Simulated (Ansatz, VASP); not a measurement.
One calculation of Ti, two programs

Contents of INCAR:

```
SYSTEM = Ti
PREC = Accurate
ENCUT = 520
EDIFF = 1E-6
ISMEAR = 0
SIGMA = 0.15
LREAL = .False.
LASPH = .True.
NELM = 100
ALGO = Fast
ISIF = 2
LWAVE = .False.
LCHARG = .True.
GGA = CA
LELF = .True.
LVHAR = .True.
NBANDS = 12
```

KPOINTS

```
Automatic mesh
0
Gamma
  22 22 22
  0 0 0
```

The input POSCAR:

```
Ti
1.0
    0.0000000000      1.9670429911      1.8208916969
    1.9670429911      0.0000000000      1.8208916969
    1.9670429911      1.9670429911      0.0000000000
Ti
1
Direct
    0.0000000000      0.0000000000      0.0000000000
```

Input for Ansatz:

```yaml
crystal:
  lattice:
    - [0.0, 1.9670429911, 1.8208916969]
    - [1.9670429911, 0.0, 1.8208916969]
    - [1.9670429911, 1.9670429911, 0.0]
  atoms:
    - { symbol: Ti, position: [0.0, 0.0, 0.0] }
basis:
  ecutwfc: 520.0
kpoints:
  mp_grid: { grid: [22, 22, 22] }
hamiltonian:
  xc: lda
  pseudopotentials: { kind: paw, azcp: { folder: soft_1 } }
scf:
  occupations: { method: gaussian, width: 0.15 }
output:
  forces: true
  stress: true
  eigenvalues: true
```

Alike in both runs: task single point; functional LDA; k mesh 22 × 22 × 22; occupations gaussian, width 0.15 eV; no spin polarisation.

|  | VASP | Ansatz |
| --- | --- | --- |
| version | VASP 6.6.1 | Ansatz 0.2.0 |
| potentials or method | VASP PAW LDA potentials, release 64 (Ti_sv), cutoff 520 eV | scalar-relativistic, plane waves, PAW |
| valence electrons in the cell | 12 | 12 |

Ansatz gave:

- gap on the k mesh at the Fermi level (eV): none
- pressure (GPa): 19.2
- traceless stress, the component that is largest in VASP (GPa): 1.29

Task: Which values does VASP return?

Result: gap on the k mesh at the Fermi level (eV): none; pressure (GPa): 18.8; traceless stress, the component that is largest in VASP (GPa): 1.33.

Ansatz warns that its potentials were made for another functional, while VASP's fit it. LDA's correlation is that of Perdew and Zunger in VASP and of Perdew and Wang (1992) in Ansatz. A gap of «none» marks a metal or a gap that the smearing closes.
